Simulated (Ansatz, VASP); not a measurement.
## Two plane-wave programs on Al

```xyz
4
Lattice="-1.6064 1.6064 -1.6064 -1.6064 -1.6064 1.6064 -0.3213 6.4258 6.4258" Properties=species:S:1:pos:R:3 pbc="T T T"
Al    0.0000    5.6225    5.6225
Al   -1.6064    0.8032    0.8032
Al    0.0000    2.4097    2.4097
Al   -1.6064    4.0161    4.0161
```

Alike in both runs: task single point; functional PBEsol; k mesh 22 × 22 × 7; occupations gaussian, width 0.15 eV; no spin polarisation.

|  | VASP | Ansatz |
| --- | --- | --- |
| version | VASP 6.6.1 | Ansatz 0.2.0 |
| potentials or method | VASP PAW PBE potentials, release 64 (Al), cutoff 520 eV | scalar-relativistic, plane waves, PAW |
| valence electrons in the cell | 12 | 12 |

Ansatz gave:

| Quantity | Value |
| --- | --- |
| gap on the k mesh at the Fermi level (eV) | none |
| pressure (GPa) | 0.4 |
| traceless stress, the component that is largest in VASP (GPa) | 1.17 |
| rms of the force components (eV/Å) | 0.157 |

Q: Estimate VASP's values.

A: gap on the k mesh at the Fermi level (eV): none; pressure (GPa): 0.5; traceless stress, the component that is largest in VASP (GPa): 1.18; rms of the force components (eV/Å): 0.158.

VASP's potentials were made for PBE, not for PBEsol. Atom by atom the forces differ by 0.001 eV/Å (rms over components). A gap of «none» marks a metal or a gap that the smearing closes. With one functional, cell and mesh, what is left measures potentials, basis and numerics.
